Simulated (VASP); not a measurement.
# Sc2B2Sb (P-3m1) in VASP: further runs, part 2 of 3

VASP 6.6.1. The steps go on from the part before.

### Step 3. Single point, PBE

This run uses another cell than the first one, of 16.73 Å³/atom.

Contents of INCAR:

```
ALGO = Normal
EDIFF = 1E-6
ENCUT = 520
GGA = PE
ISIF = 2
ISMEAR = 0
LASPH = T
LCHARG = F
LREAL = F
LWAVE = F
NBANDS = 24
NELM = 80
PREC = Accurate
SIGMA = 0.1
```

Contents of KPOINTS:

```
k-points
0
Gamma
  6 6 4
```

Contents of POSCAR:

```
Sc2B2Sb
1.0
    4.2603099577      0.0000000000      0.0000000000
   -2.1301549789      3.6895366514      0.0000000000
    0.0000000000      0.0000000000      5.3204225668
Sc B Sb
2 2 1
Direct
    0.6666666667      0.3333333333      0.2912992761
    0.3333333333      0.6666666667      0.7087007239
    0.6666666667      0.3333333333      0.7431456628
    0.3333333333      0.6666666667      0.2568543372
    0.0000000000      0.0000000000      0.0000000000
```

Potentials or basis: VASP PAW PBE potentials, release 64 (Sc_sv, B, Sb).

Command:

```console
cat potpaw_PBE.64/Sc_sv/POTCAR potpaw_PBE.64/B/POTCAR potpaw_PBE.64/Sb/POTCAR > POTCAR
mpirun -np 1 vasp_std > vasp.out
```

OUTCAR:

```text
EDIFF = 1E-6
   ENCUT = 520
   GGA = PE
   ISIF = 2
   ISMEAR = 0
   LASPH = T
   LREAL = F
   NELM = 80
   PREC = Accurate

 ion  position               nearest neighbor table
   1  0.667  0.333  0.291-   3 2.40   4 2.47   4 2.47   4 2.47   5 2.91   5 2.91   5 2.91   2 3.31
                             2 3.31   2 3.31
   2  0.333  0.667  0.709-   4 2.40   3 2.47   3 2.47   3 2.47   5 2.91   5 2.91   5 2.91   1 3.31
                             1 3.31   1 3.31
   3  0.667  0.333  0.743-   1 2.40   2 2.47   2 2.47   2 2.47   5 2.81   5 2.81   5 2.81
   4  0.333  0.667  0.257-   2 2.40   1 2.47   1 2.47   1 2.47   5 2.81   5 2.81   5 2.81
   5  0.000  0.000  0.000-   3 2.81   4 2.81   3 2.81   4 2.81   3 2.81   4 2.81   1 2.91   2 2.91
                             2 2.91   1 2.91   1 2.91   2 2.91

  LATTYP: Found a hexagonal cell.
 ALAT       =     4.2603099577
 C/A-ratio  =     1.2488346199

  Lattice vectors:

 A1 = (   4.2603099577,   0.0000000000,   0.0000000000)
 A2 = (  -2.1301549789,   3.6895366514,   0.0000000000)
 A3 = (   0.0000000000,   0.0000000000,   5.3204225668)

Analysis of symmetry for initial positions (statically):
[... 182 lines left out ...]
 fundamental gap:      0.0139953501
 Fermi energy:         6.2705601778

 k-point     1 :       0.0000    0.0000    0.0000
  band No.  band energies     occupation
      1     -42.9864      2.00000
      2     -42.9574      2.00000
      3     -21.7015      2.00000
      4     -21.7015      2.00000
      5     -21.6945      2.00000
      6     -21.6395      2.00000
[... 637 lines left out ...]
     23       9.1545      0.00000
     24       9.9142      0.00000

------------------------ aborting loop because EDIFF is reached ----------------------------------------

  FORCE on cell =-STRESS in cart. coord.  units (eV):
  Direction    XX          YY          ZZ          XY          YZ          ZX
  --------------------------------------------------------------------------------------
  -------------------------------------------------------------------------------------
  Total        0.1173781      0.1173781      0.2292728     -0.0000000      0.0000000     -0.0000000
  in kB        2.2487357      2.2487357      4.3924203     -0.0000000      0.0000000     -0.0000000
  external PRESSURE =       2.9632972 kB  Pullay stress =       0.0000000 kB

 VOLUME and BASIS-vectors are now :
 -----------------------------------------------------------------------------
  energy-cutoff  :      520.00
  volume of cell :       83.63
      direct lattice vectors                 reciprocal lattice vectors
     4.260309958  0.000000000  0.000000000     0.234724705  0.135518372  0.000000000
    -2.130154979  3.689536651  0.000000000     0.000000000  0.271036744  0.000000000
     0.000000000  0.000000000  5.320422567     0.000000000  0.000000000  0.187954996

 POSITION                                       TOTAL-FORCE (eV/Angst)
 -----------------------------------------------------------------------------------
      2.13015      1.22985      1.54984         0.000000      0.000000     -0.015138
     -0.00000      2.45969      3.77059        -0.000000      0.000000      0.015138
      2.13015      1.22985      3.95385         0.000000      0.000000      0.026723
     -0.00000      2.45969      1.36657        -0.000000     -0.000000     -0.026723
      0.00000      0.00000      0.00000         0.000000      0.000000      0.000000
 -----------------------------------------------------------------------------------
    total drift:                               -0.000000      0.000000      0.000000

  FREE ENERGIE OF THE ION-ELECTRON SYSTEM (eV)
  ---------------------------------------------------
  free  energy   TOTEN  =       -29.0357460950 eV

  energy  without entropy=      -29.0158614626  energy(sigma->0) =      -29.02580378
```

OSZICAR:

```text
N       E                     dE             d eps       ncg     rms          rms(c)
DAV:   1     0.434343093609E+03    0.43434E+03   -0.14175E+04  1152   0.131E+03
DAV:   2     0.508039902960E+01   -0.42926E+03   -0.41932E+03  1480   0.510E+02
DAV:   3    -0.326665549126E+02   -0.37747E+02   -0.35888E+02  1984   0.159E+02
DAV:   4    -0.339589643956E+02   -0.12924E+01   -0.12693E+01  1848   0.265E+01
DAV:   5    -0.339762109241E+02   -0.17247E-01   -0.17223E-01  1744   0.386E+00    0.142E+01
DAV:   6    -0.290613124802E+02    0.49149E+01   -0.23760E+01  1832   0.343E+01    0.523E+00
DAV:   7    -0.290675315917E+02   -0.62191E-02   -0.98028E-01  1816   0.742E+00    0.250E+00
DAV:   8    -0.290380845160E+02    0.29447E-01   -0.82286E-02  1736   0.196E+00    0.105E+00
DAV:   9    -0.290357952685E+02    0.22892E-02   -0.17168E-02  1912   0.106E+00    0.184E-01
DAV:  10    -0.290357081181E+02    0.87150E-04   -0.25888E-03  1696   0.431E-01    0.727E-02
DAV:  11    -0.290357529036E+02   -0.44786E-04   -0.29729E-04  1904   0.170E-01    0.442E-02
DAV:  12    -0.290357472778E+02    0.56259E-05   -0.56158E-05  1936   0.751E-02    0.201E-02
DAV:  13    -0.290357470331E+02    0.24474E-06   -0.21660E-05  1720   0.455E-02    0.674E-03
DAV:  14    -0.290357460950E+02    0.93809E-06   -0.13681E-06  1120   0.145E-02
   1 F= -.29035746E+02 E0= -.29025804E+02  d E =-.198846E-01
```

stdout:

```text
POSCAR found type information on POSCAR ScB Sb
 POSCAR found :  3 types and       5 ions
 scaLAPACK will be used
 LDA part: xc-table for (Slater+PW92), standard interpolation
 POSCAR, INCAR and KPOINTS ok, starting setup
 FFT: planning ... GRIDC
 FFT: planning ... GRID_SOFT
 FFT: planning ... GRID
 WAVECAR not read
 entering main loop
```

Wall time 72 s (1 thread of Oxide Virtual Turin-like, shared host); peak memory 0.18 GiB.

What came out:

- Free energy: -29.0357 eV
- Pressure: 0.3 GPa
- Largest force: 0.027 eV/Å
- Band gap on the k mesh: zero (an odd number of electrons rules out a gap without spin polarisation)

Forces on the atoms (eV/Å):
```
Sc   0.000  0.000 -0.015
Sc   0.000  0.000  0.015
B    0.000  0.000  0.027
B    0.000  0.000 -0.027
Sb   0.000  0.000  0.000
```

Caveat: spin-orbit coupling is left out, which moves the levels of the heavy elements; an odd number of electrons without spin polarisation forces a metal; a magnetic or distorted state may lie lower.

(Part 2 of 3 ends here.)

The gap in the log of VASP goes by the Fermi energy; the results here count the filled bands.